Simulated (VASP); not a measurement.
A run of VASP 6.6.1 is set up as follows.

Contents of INCAR:

```
SYSTEM = W
PREC = Accurate ; ENCUT = 500
EDIFF = 1E-6 ; ISMEAR = 0
SIGMA = 0.15 ; LREAL = .FALSE.
LASPH = .TRUE. ; NELM = 120
ALGO = Normal ; ISIF = 2
LWAVE = .FALSE. ; LCHARG = .FALSE.
GGA = PS ; NBANDS = 13
GGA_COMPAT = .FALSE.
```

The input KPOINTS:

```
Automatic mesh
0
G
  22 22 22
  0 0 0
```

File POSCAR:

```
W
1.0
    0.0000000000      2.1786518965      1.7281066843
    2.1786518965      0.0000000000      1.7281066843
    2.1786518965      2.1786518965      0.0000000000
W
1
Direct
    0.0000000000      0.0000000000      0.0000000000
```

Potentials or basis: VASP PAW PBE potentials, release 64 (W_sv).

The run is started by

```console
$ cat potpaw_PBE.64/W_sv/POTCAR > POTCAR
$ mpirun -np 1 vasp_std > vasp.out
```

(1) Estimate the pressure.

(2) Estimate the band gap on the k mesh.

Results:

(1) -10.9 GPa.

(2) zero (bands 7 and 8 overlap by 5.59 eV).

Caveat: the cell stands under tension; the PAW data sets were made with another functional, which shifts forces and pressure a little; spin-orbit coupling is left out, which moves the levels of the heavy elements.
